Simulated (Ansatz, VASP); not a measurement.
## VCrC2: VASP beside Ansatz

```xyz
4
Lattice="1.4606 0.8433 4.7394 -1.4606 0.8433 4.7394 0.0000 -1.6866 4.7394" Properties=species:S:1:pos:R:3 pbc="T T T"
Cr    0.0000    0.0000    7.1091
V     0.0000    0.0000    0.0000
C     0.0000    0.0000    3.5369
C     0.0000    0.0000   10.6813
```

Alike in both runs: task single point; functional PBE; k mesh 11 × 11 × 11; occupations fermi-dirac, width 0.05 eV; no spin polarisation.

```csv
,VASP,Ansatz
version,VASP 6.6.1,Ansatz 0.2.0
potentials or method,"VASP PAW PBE potentials, release 64 (Cr_pv, V_sv, C)",Ansatz PAW
plane-wave cutoff (eV),520,420
valence electrons in the cell,33,35
```

```csv
,VASP,Ansatz,Ansatz less VASP
gap on the k mesh at the Fermi level (eV),none,none,-
pressure (GPa),-2.6,-2.8,-0.18
"traceless stress, the component that is largest in VASP (GPa)",-0.07,-0.03,+0.043
rms of the force components (eV/Å),0.010,0.013,+0.0032
```

Atom by atom the forces differ by 0.003 eV/Å (rms over components). A gap of «none» marks a metal or a gap that the smearing closes. VASP's potentials hold 33 valence electrons a cell and Ansatz's 35, so a difference there can come from the potentials and not from the codes.
